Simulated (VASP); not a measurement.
Set up this calculation in VASP 6.6.1, as the native input.

```
Task                   : single point
Functional             : LDA
Potentials or basis    : VASP PAW LDA potentials, release 64 (Rb_sv, Sr_sv, Cl)
Cutoff                 : 520 eV
k mesh                 : 4 × 4 × 4
Occupations            : gaussian, width 0.05 eV
Spin                   : no spin polarisation
Dipole correction      : no
Further INCAR settings : ALGO = Normal; EDIFF = 1e-06; NBANDS = 28
```

The structure of RbSrCl3 lies in POSCAR:

```
RbSrCl3
1.0
    5.6963040000      0.0000000000      0.0000000000
    0.0000000000      5.6963040000      0.0000000000
    0.0000000000      0.0000000000      5.6963040000
Rb Sr Cl
1 1 3
Direct
    0.5000000000      0.5000000000      0.4122237858
    0.0000000000      0.0000000000      0.0000000000
    0.5000000000      0.0000000000      0.0000000000
    0.0000000000      0.5000000000      0.0000000000
    0.0000000000      0.0000000000      0.5000000000
```

This cell differs from its parent crystal: all Rb atoms moved -0.500 Å, as atom 1 along Cartesian [0 0 1].

These files were run (other wordings do the same):

INCAR

```
SYSTEM = RbSrCl3
PREC     = Accurate       ! precision mode
ENCUT    = 520            ! plane-wave cutoff, eV
EDIFF    = 1E-6           ! SCF threshold, eV
ISMEAR   = 0              ! smearing method
SIGMA    = 0.05           ! smearing width, eV
LREAL    = .False.        ! projectors in reciprocal space
LASPH    = .True.         ! aspherical terms in the spheres
NELM     = 80             ! most SCF steps
ALGO     = Normal         ! electronic algorithm
ISIF     = 2              ! what is computed and relaxed
LWAVE    = .False.        ! write WAVECAR
LCHARG   = .True.         ! write CHGCAR
LELF     = .True.         ! ELF
LVHAR    = .True.       
NBANDS   = 28             ! bands
```

KPOINTS

```
Automatic mesh
0
Gamma
  4 4 4
  0 0 0
```

Potentials or basis: VASP PAW LDA potentials, release 64 (Rb_sv, Sr_sv, Cl).

The run is started by

```bash
$ cat potpaw_LDA.64/Rb_sv/POTCAR potpaw_LDA.64/Sr_sv/POTCAR potpaw_LDA.64/Cl/POTCAR > POTCAR
$ mpirun -np 1 vasp_std > vasp.out
```

It gave:

- Pressure: -2.1 GPa
- Largest force: 0.155 eV/Å
- Band gap on the k mesh: 4.28 eV (least direct gap 4.50 eV)

Caveat: the cell differs from its parent crystal (all Rb atoms moved -0.500 Å, as atom 1 along Cartesian [0 0 1]).

Wall time 83 s on 1 thread of Intel(R) Xeon(R) Platinum 8375C CPU @ 2.90GHz (Ice Lake), on a shared host, peak memory 0.26 GiB.
